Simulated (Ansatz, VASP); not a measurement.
**Two plane-wave programs on Nb**

```
Nb
1.0
     0.00000    3.07190    3.07190
     3.07190    0.00000    3.07190
     3.07190    3.07190    0.00000
Nb
2
Direct
  0.12500 0.12500 0.12500
  0.87500 0.87500 0.87500
```

Alike in both runs: task single point; functional PBE; k mesh 10 × 10 × 10; occupations fermi-dirac, width 0.1 eV; no spin polarisation.

|  | VASP | Ansatz |
| --- | --- | --- |
| version | VASP 6.6.1 | Ansatz 0.2.0 |
| potentials or method | VASP PAW PBE potentials, release 64 (Nb_sv), cutoff 520 eV | plane waves (420 eV) with PAW, scalar-relativistic |
| valence electrons in the cell | 26 | 26 |

```csv
,VASP,Ansatz,Ansatz less VASP
pressure (GPa),-5.9,-5.9,+0.04
```
